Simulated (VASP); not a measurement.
# AlP (F-43m) in VASP: further runs, part 2 of 2

VASP 6.6.1.

### 4 Single point, PBE

This run uses another cell than the first one, of 20.55 Å³/atom, 1.053 times its volume.

File INCAR:

```
ALGO = Normal
EDIFF = 1E-6
ENCUT = 500
GGA = PE
GGA_COMPAT = F
ISIF = 2
ISMEAR = 0
LASPH = T
LCHARG = F
LREAL = F
LWAVE = F
NBANDS = 11
NELM = 120
PREC = Accurate
SIGMA = 0.01
```

File KPOINTS:

```
k-points
0
Gamma
  6 6 6
```

File POSCAR:

```
AlP
1.0
    0.0000000000      2.7392571406      2.7392571406
    2.7392571406      0.0000000000      2.7392571406
    2.7392571406      2.7392571406      0.0000000000
Al P
1 1
Direct
    0.0000000000      0.0000000000      0.0000000000
    0.2500000000      0.2500000000      0.2500000000
```

Potentials or basis: VASP PAW PBE potentials, release 64 (Al, P).

Command:

```
$ cat potpaw_PBE.64/Al/POTCAR potpaw_PBE.64/P/POTCAR > POTCAR
$ mpirun -np 1 vasp_std > vasp.out
```

OUTCAR:

```text
EDIFF = 1E-6
   ENCUT = 500
   GGA = PE
   ISIF = 2
   ISMEAR = 0
   LASPH = T
   LREAL = F
   NELM = 120
   PREC = Accurate

 ion  position               nearest neighbor table
   1  0.000  0.000  0.000-   2 2.37   2 2.37   2 2.37   2 2.37
   2  0.250  0.250  0.250-   1 2.37   1 2.37   1 2.37   1 2.37

  LATTYP: Found a face centered cubic cell.
 ALAT       =     5.4785142812

  Lattice vectors:

 A1 = (   0.0000000000,   2.7392571406,   2.7392571406)
 A2 = (   2.7392571406,   0.0000000000,   2.7392571406)
 A3 = (   2.7392571406,   2.7392571406,   0.0000000000)

Analysis of symmetry for initial positions (statically):
=====================================================================
 Subroutine PRICEL returns:
 Original cell was already a primitive cell.

 Routine SETGRP: Setting up the symmetry group for a
 face centered cubic supercell.

 Subroutine GETGRP returns: Found 24 space group operations
 (whereof 24 operations were pure point group operations)
 out of a pool of 48 trial point group operations.

The static configuration has the point symmetry T_d .

Analysis of symmetry for dynamics (positions and initial velocities):
[... 162 lines left out ...]
      4       4.4922      2.00000
      5       7.7105      0.00000
      6       9.0367      0.00000
      7       9.0367      0.00000
      8       9.0367      0.00000
      9      13.3130      0.00000
     10      13.3130      0.00000
     11      14.7101      0.00000
[... 197 lines left out ...]
 k-point    16 :      -0.3333    0.5000    0.1667
  band No.  band energies     occupation
      1      -4.6118      2.00000
      2      -0.5218      2.00000
      3       1.6172      2.00000
      4       1.8567      2.00000
      5       7.8120      0.00000
      6       8.7888      0.00000
      7      12.1077      0.00000
      8      12.4539      0.00000
      9      15.6668      0.00000
     10      16.3915      0.00000
     11      17.6929      0.00000

------------------------ aborting loop because EDIFF is reached ----------------------------------------

  FORCE on cell =-STRESS in cart. coord.  units (eV):
  Direction    XX          YY          ZZ          XY          YZ          ZX
  --------------------------------------------------------------------------------------
  -------------------------------------------------------------------------------------
  Total        0.3353837      0.3353837      0.3353837      0.0000000      0.0000000      0.0000000
  in kB       13.0714592     13.0714592     13.0714592      0.0000000      0.0000000      0.0000000
  external PRESSURE =      13.0714592 kB  Pullay stress =       0.0000000 kB

 VOLUME and BASIS-vectors are now :
 -----------------------------------------------------------------------------
  energy-cutoff  :      500.00
  volume of cell :       41.11
      direct lattice vectors                 reciprocal lattice vectors
     0.000000000  2.739257141  2.739257141    -0.182531239  0.182531239  0.182531239
     2.739257141  0.000000000  2.739257141     0.182531239 -0.182531239  0.182531239
     2.739257141  2.739257141  0.000000000     0.182531239  0.182531239 -0.182531239

 POSITION                                       TOTAL-FORCE (eV/Angst)
 -----------------------------------------------------------------------------------
      0.00000      0.00000      0.00000        -0.000000      0.000000     -0.000000
      1.36963      1.36963      1.36963         0.000000     -0.000000      0.000000
 -----------------------------------------------------------------------------------
    total drift:                               -0.000000     -0.000000     -0.000000

  FREE ENERGIE OF THE ION-ELECTRON SYSTEM (eV)
  ---------------------------------------------------
  free  energy   TOTEN  =       -10.3667501769 eV

  energy  without entropy=      -10.3667501769  energy(sigma->0) =      -10.36675018
```

OSZICAR:

```text
N       E                     dE             d eps       ncg     rms          rms(c)
DAV:   1     0.108788883130E+02    0.10879E+02   -0.29609E+03   352   0.536E+02
DAV:   2    -0.985778168353E+01   -0.20737E+02   -0.20032E+02   443   0.861E+01
DAV:   3    -0.107088073188E+02   -0.85103E+00   -0.84951E+00   440   0.175E+01
DAV:   4    -0.107164326537E+02   -0.76253E-02   -0.76245E-02   453   0.202E+00
DAV:   5    -0.107165444478E+02   -0.11179E-03   -0.11179E-03   439   0.221E-01    0.448E+00
DAV:   6    -0.104086137294E+02    0.30793E+00   -0.62282E-01   394   0.292E+00    0.285E+00
DAV:   7    -0.103661579565E+02    0.42456E-01   -0.21870E-01   418   0.190E+00    0.144E+00
DAV:   8    -0.103666639255E+02   -0.50597E-03   -0.15281E-02   394   0.604E-01    0.237E-01
DAV:   9    -0.103665804548E+02    0.83471E-04   -0.72705E-04   434   0.149E-01    0.978E-02
DAV:  10    -0.103667455330E+02   -0.16508E-03   -0.24879E-04   394   0.826E-02    0.121E-02
DAV:  11    -0.103667495121E+02   -0.39790E-05   -0.25087E-05   443   0.225E-02    0.927E-03
DAV:  12    -0.103667501769E+02   -0.66488E-06   -0.13654E-06   403   0.672E-03
   1 F= -.10366750E+02 E0= -.10366750E+02  d E =-.131178E-11
```

stdout:

```text
POSCAR found type information on POSCAR AlP
 POSCAR found :  2 types and       2 ions
 scaLAPACK will be used
 LDA part: xc-table for (Slater+PW92), standard interpolation
 POSCAR, INCAR and KPOINTS ok, starting setup
 FFT: planning ... GRIDC
 FFT: planning ... GRID_SOFT
 FFT: planning ... GRID
 WAVECAR not read
 entering main loop
```

Wall time 7.5 s (1 thread of Intel Xeon Platinum 8259CL at 2.50GHz (Skylake/Cascade Lake), shared host); peak memory 0.15 GiB.

Results:

- Free energy: -10.3668 eV
- Pressure: 1.3 GPa
- Band gap on the k mesh: 1.60 eV, indirect (least direct gap 3.22 eV)

Levels at points of the mesh, in eV from the valence-band top:
```tsv
k point	band 1	band 2	band 3	band 4	band 5	band 6	band 7	band 8	band 9
(0.00, 0.00, 0.00)	-11.45	0.00	0.00	0.00	3.22	4.54	4.54	4.54	8.82
(0.50, 0.00, 0.00)	-9.79	-5.48	-0.76	-0.76	2.78	4.81	4.81	8.24	11.50
(0.50, 0.50, 0.00)	-9.14	-5.28	-2.08	-2.08	1.60	2.47	10.98	10.98	11.95
```

A k mesh can miss the band edges.

### 5 Single point, PBE (volume changed by +5%)

File INCAR:

```
ALGO = Normal ; EDIFF = 1E-6
ENCUT = 500 ; GGA = PE
GGA_COMPAT = F ; ISIF = 2
ISMEAR = 0 ; LASPH = T
LCHARG = F ; LREAL = F
LWAVE = F ; NBANDS = 11
NELM = 120 ; PREC = Accurate
SIGMA = 0.01
```

KPOINTS is that of step 4.

File POSCAR:

```
AlP
1.0
    0.0000000000      2.7841709781      2.7841709781
    2.7841709781      0.0000000000      2.7841709781
    2.7841709781      2.7841709781      0.0000000000
Al P
1 1
Direct
    0.0000000000      0.0000000000      0.0000000000
    0.2500000000      0.2500000000      0.2500000000
```

Potentials or basis: VASP PAW PBE potentials, release 64 (Al, P).

Command:

```
$ cat potpaw_PBE.64/Al/POTCAR potpaw_PBE.64/P/POTCAR > POTCAR
$ mpirun -np 1 vasp_std > vasp.out
```

OUTCAR:

```text
EDIFF = 1E-6
   ENCUT = 500
   GGA = PE
   ISIF = 2
   ISMEAR = 0
   LASPH = T
   LREAL = F
   NELM = 120
   PREC = Accurate

 ion  position               nearest neighbor table
   1  0.000  0.000  0.000-   2 2.41   2 2.41   2 2.41   2 2.41
   2  0.250  0.250  0.250-   1 2.41   1 2.41   1 2.41   1 2.41

  LATTYP: Found a face centered cubic cell.
 ALAT       =     5.5683419562

  Lattice vectors:

 A1 = (   0.0000000000,   2.7841709781,   2.7841709781)
 A2 = (   2.7841709781,   0.0000000000,   2.7841709781)
 A3 = (   2.7841709781,   2.7841709781,   0.0000000000)

Analysis of symmetry for initial positions (statically):
=====================================================================
 Subroutine PRICEL returns:
 Original cell was already a primitive cell.

 Routine SETGRP: Setting up the symmetry group for a
 face centered cubic supercell.

 Subroutine GETGRP returns: Found 24 space group operations
 (whereof 24 operations were pure point group operations)
 out of a pool of 48 trial point group operations.

The static configuration has the point symmetry T_d .

Analysis of symmetry for dynamics (positions and initial velocities):
[... 163 lines left out ...]
      4       4.0595      2.00000
      5       6.8660      0.00000
      6       8.5343      0.00000
      7       8.5343      0.00000
      8       8.5343      0.00000
      9      12.8228      0.00000
     10      12.8228      0.00000
     11      13.9462      0.00000
[... 197 lines left out ...]
 k-point    16 :      -0.3333    0.5000    0.1667
  band No.  band energies     occupation
      1      -4.9448      2.00000
      2      -0.8201      2.00000
      3       1.3393      2.00000
      4       1.5683      2.00000
      5       7.3925      0.00000
      6       8.2780      0.00000
      7      11.4754      0.00000
      8      11.8146      0.00000
      9      14.8516      0.00000
     10      15.6915      0.00000
     11      16.8843      0.00000

------------------------ aborting loop because EDIFF is reached ----------------------------------------

  FORCE on cell =-STRESS in cart. coord.  units (eV):
  Direction    XX          YY          ZZ          XY          YZ          ZX
  --------------------------------------------------------------------------------------
  -------------------------------------------------------------------------------------
  Total       -0.6974869     -0.6974869     -0.6974869      0.0000000      0.0000000      0.0000000
  in kB      -25.8898128    -25.8898128    -25.8898128      0.0000000      0.0000000      0.0000000
  external PRESSURE =     -25.8898128 kB  Pullay stress =       0.0000000 kB

 VOLUME and BASIS-vectors are now :
 -----------------------------------------------------------------------------
  energy-cutoff  :      500.00
  volume of cell :       43.16
      direct lattice vectors                 reciprocal lattice vectors
     0.000000000  2.784170978  2.784170978    -0.179586672  0.179586672  0.179586672
     2.784170978  0.000000000  2.784170978     0.179586672 -0.179586672  0.179586672
     2.784170978  2.784170978  0.000000000     0.179586672  0.179586672 -0.179586672

 POSITION                                       TOTAL-FORCE (eV/Angst)
 -----------------------------------------------------------------------------------
      0.00000      0.00000      0.00000        -0.000000     -0.000000     -0.000000
      1.39209      1.39209      1.39209         0.000000      0.000000      0.000000
 -----------------------------------------------------------------------------------
    total drift:                               -0.000000     -0.000000     -0.000000

  FREE ENERGIE OF THE ION-ELECTRON SYSTEM (eV)
  ---------------------------------------------------
  free  energy   TOTEN  =       -10.3576184397 eV

  energy  without entropy=      -10.3576184397  energy(sigma->0) =      -10.35761844
```

OSZICAR:

```text
N       E                     dE             d eps       ncg     rms          rms(c)
DAV:   1     0.112250606031E+02    0.11225E+02   -0.31393E+03   360   0.534E+02
DAV:   2    -0.972735080596E+01   -0.20952E+02   -0.19689E+02   440   0.863E+01
DAV:   3    -0.106838809199E+02   -0.95653E+00   -0.95429E+00   462   0.178E+01
DAV:   4    -0.106920417459E+02   -0.81608E-02   -0.81602E-02   428   0.196E+00
DAV:   5    -0.106921658258E+02   -0.12408E-03   -0.12408E-03   459   0.226E-01    0.428E+00
DAV:   6    -0.103935460011E+02    0.29862E+00   -0.64696E-01   394   0.291E+00    0.268E+00
DAV:   7    -0.103568987511E+02    0.36647E-01   -0.20269E-01   412   0.181E+00    0.138E+00
DAV:   8    -0.103575206221E+02   -0.62187E-03   -0.14871E-02   396   0.590E-01    0.257E-01
DAV:   9    -0.103574265657E+02    0.94056E-04   -0.73280E-04   418   0.145E-01    0.112E-01
DAV:  10    -0.103576129395E+02   -0.18637E-03   -0.29247E-04   391   0.873E-02    0.160E-02
DAV:  11    -0.103576175975E+02   -0.46580E-05   -0.28348E-05   448   0.233E-02    0.600E-03
DAV:  12    -0.103576184397E+02   -0.84227E-06   -0.14177E-06   413   0.699E-03
   1 F= -.10357618E+02 E0= -.10357618E+02  d E =-.955452E-12
```

stdout:

```text
POSCAR found type information on POSCAR AlP
 POSCAR found :  2 types and       2 ions
 scaLAPACK will be used
 LDA part: xc-table for (Slater+PW92), standard interpolation
 POSCAR, INCAR and KPOINTS ok, starting setup
 FFT: planning ... GRIDC
 FFT: planning ... GRID_SOFT
 FFT: planning ... GRID
 WAVECAR not read
 entering main loop
```

Run time: 9.1 s. Hardware: 1 thread of Intel Xeon Platinum 8259CL at 2.50GHz (Skylake/Cascade Lake), shared host; peak memory 0.15 GiB.

What came out:

- Free energy: -10.3576 eV
- Pressure: -2.6 GPa
- Band gap on the k mesh: 1.69 eV, indirect (least direct gap 2.81 eV)

Caveat: the cell differs from its parent crystal (volume changed by +5%). A k mesh can miss the band edges.

### 6 Single point, PBE (volume changed by +10%)

File INCAR:

```
PREC = Accurate ; ENCUT = 500
EDIFF = 1E-6 ; ISMEAR = 0
SIGMA = 0.01 ; LREAL = F
LASPH = T ; NELM = 120
ALGO = Normal ; ISIF = 2
LWAVE = F ; LCHARG = F
GGA = PE ; NBANDS = 11
GGA_COMPAT = F
```

File KPOINTS:

```
Automatic mesh
0
Gamma
  6 6 6
```

File POSCAR:

```
AlP
1.0
    0.0000000000      2.8276806774      2.8276806774
    2.8276806774      0.0000000000      2.8276806774
    2.8276806774      2.8276806774      0.0000000000
Al P
1 1
Direct
    0.0000000000      0.0000000000      0.0000000000
    0.2500000000      0.2500000000      0.2500000000
```

Potentials or basis: VASP PAW PBE potentials, release 64 (Al, P).

Command:

```
$ cat potpaw_PBE.64/Al/POTCAR potpaw_PBE.64/P/POTCAR > POTCAR
$ mpirun -np 1 vasp_std > vasp.out
```

OUTCAR:

```text
PREC = Accurate
   ENCUT = 500
   EDIFF = 1E-6
   ISMEAR = 0
   LREAL = F
   LASPH = T
   NELM = 120
   ISIF = 2
   GGA = PE

 ion  position               nearest neighbor table
   1  0.000  0.000  0.000-   2 2.45   2 2.45   2 2.45   2 2.45
   2  0.250  0.250  0.250-   1 2.45   1 2.45   1 2.45   1 2.45

  LATTYP: Found a face centered cubic cell.
 ALAT       =     5.6553613548

  Lattice vectors:

 A1 = (   0.0000000000,   2.8276806774,   2.8276806774)
 A2 = (   2.8276806774,   0.0000000000,   2.8276806774)
 A3 = (   2.8276806774,   2.8276806774,   0.0000000000)

Analysis of symmetry for initial positions (statically):
=====================================================================
 Subroutine PRICEL returns:
 Original cell was already a primitive cell.

 Routine SETGRP: Setting up the symmetry group for a
 face centered cubic supercell.

 Subroutine GETGRP returns: Found 24 space group operations
 (whereof 24 operations were pure point group operations)
 out of a pool of 48 trial point group operations.

The static configuration has the point symmetry T_d .

Analysis of symmetry for dynamics (positions and initial velocities):
[... 162 lines left out ...]
      3       3.6653      2.00000
      4       3.6653      2.00000
      5       6.0888      0.00000
      6       8.0718      0.00000
      7       8.0718      0.00000
      8       8.0718      0.00000
      9      12.3712      0.00000
     10      12.3712      0.00000
     11      13.2507      0.00000
[... 197 lines left out ...]
 k-point    16 :      -0.3333    0.5000    0.1667
  band No.  band energies     occupation
      1      -5.2494      2.00000
      2      -1.0926      2.00000
      3       1.0864      2.00000
      4       1.3054      2.00000
      5       7.0062      0.00000
      6       7.7986      0.00000
      7      10.8871      0.00000
      8      11.2278      0.00000
      9      14.0979      0.00000
     10      15.0441      0.00000
     11      16.1514      0.00000

------------------------ aborting loop because EDIFF is reached ----------------------------------------

  FORCE on cell =-STRESS in cart. coord.  units (eV):
  Direction    XX          YY          ZZ          XY          YZ          ZX
  --------------------------------------------------------------------------------------
  -------------------------------------------------------------------------------------
  Total       -1.5826290     -1.5826290     -1.5826290      0.0000000      0.0000000     -0.0000000
  in kB      -56.0749135    -56.0749135    -56.0749135      0.0000000      0.0000000     -0.0000000
  external PRESSURE =     -56.0749135 kB  Pullay stress =       0.0000000 kB

 VOLUME and BASIS-vectors are now :
 -----------------------------------------------------------------------------
  energy-cutoff  :      500.00
  volume of cell :       45.22
      direct lattice vectors                 reciprocal lattice vectors
     0.000000000  2.827680677  2.827680677    -0.176823361  0.176823361  0.176823361
     2.827680677  0.000000000  2.827680677     0.176823361 -0.176823361  0.176823361
     2.827680677  2.827680677  0.000000000     0.176823361  0.176823361 -0.176823361

 POSITION                                       TOTAL-FORCE (eV/Angst)
 -----------------------------------------------------------------------------------
      0.00000      0.00000      0.00000         0.000000     -0.000000      0.000000
      1.41384      1.41384      1.41384        -0.000000      0.000000     -0.000000
 -----------------------------------------------------------------------------------
    total drift:                               -0.000000     -0.000000     -0.000000

  FREE ENERGIE OF THE ION-ELECTRON SYSTEM (eV)
  ---------------------------------------------------
  free  energy   TOTEN  =       -10.3044066862 eV

  energy  without entropy=      -10.3044066862  energy(sigma->0) =      -10.30440669
```

stdout:

```text
POSCAR found type information on POSCAR AlP
 POSCAR found :  2 types and       2 ions
 scaLAPACK will be used
 LDA part: xc-table for (Slater+PW92), standard interpolation
 POSCAR, INCAR and KPOINTS ok, starting setup
 FFT: planning ... GRIDC
 FFT: planning ... GRID_SOFT
 FFT: planning ... GRID
 WAVECAR not read
 entering main loop
```

Wall time 11 s (1 thread of Intel Xeon Platinum 8259CL at 2.50GHz (Skylake/Cascade Lake), shared host); peak memory 0.15 GiB.

What came out:

```yaml
Free_energy: -10.3044 eV
Pressure: -5.6 GPa
Band_gap_on_the_k_mesh: 1.77 eV, indirect (least direct gap 2.42 eV)
```

Levels at points of the mesh, in eV from the valence-band top:
```tsv
k point	band 2	band 3	band 4	band 5	band 6	band 7
(0.00, 0.00, 0.00)	0.00	0.00	0.00	2.42	4.41	4.41
(0.50, 0.00, 0.00)	-5.09	-0.70	-0.70	2.42	4.77	4.77
(0.50, 0.50, 0.00)	-4.97	-1.89	-1.89	1.77	2.48	10.17
```

Caveat: the cell differs from its parent crystal (volume changed by +10%). A k mesh can miss the band edges.

### 7 Overview

| cell | gap on the mesh (eV) | pressure (GPa) |
| --- | --- | --- |
| a = 3.808 Å, angles 60.0°, 2 atoms | 1.49 | 6.3 |
| a = 3.740 Å, angles 60.0°, 2 atoms | 1.37 | 12.8 |
| a = 3.874 Å, angles 60.0°, 2 atoms | 1.60 | 1.3 |
| a = 3.937 Å, angles 60.0°, 2 atoms | 1.69 | -2.6 |
| a = 3.999 Å, angles 60.0°, 2 atoms | 1.77 | -5.6 |

Alike in all rows: task single point; level PBE; potentials or basis VASP PAW PBE potentials, release 64 (Al, P); no spin polarisation; k mesh 6 × 6 × 6; cutoff (eV) 500; smearing gaussian 0.01 eV.

Absolute energies hang on the potentials; compare differences alone.
